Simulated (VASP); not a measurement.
Here is a VASP 6.6.1 calculation.

INCAR

```
SYSTEM = Ru
  PREC = Accurate
  ENCUT = 520
  EDIFF = 1E-7
  ISMEAR = 0
  SIGMA = 0.15
  LREAL = .False.
  LASPH = .True.
  NELM = 60
  ALGO = Normal
  ISIF = 2
  LWAVE = .False.
  LCHARG = .True.
  GGA = PE
  LELF = .True.
  LVHAR = .True.
  NBANDS = 13
```

KPOINTS

```
regular mesh
0
Gamma
  20 20 20
  0 0 0
```

The input POSCAR:

```
Ru
1.0
    0.1000169121      1.8836518439      1.8836518439
    1.8836518439      0.1000169121      1.8836518439
    1.8836518439      1.8836518439      0.1000169121
Ru
1
Direct
    0.0000000000      0.0000000000      0.0000000000
```

Potentials or basis: VASP PAW PBE potentials, release 64 (Ru_pv).

Launch:

```sh
$ cat potpaw_PBE.64/Ru_pv/POTCAR > POTCAR
$ mpirun -np 1 vasp_std > vasp.out
```

(1) Predict the pressure.

(2) Estimate the band gap on the k mesh.

## Answers

(1) 51.3 GPa.

(2) zero (band 7 reaches 17.23 eV, above the bottom of band 8 at 13.08 eV).
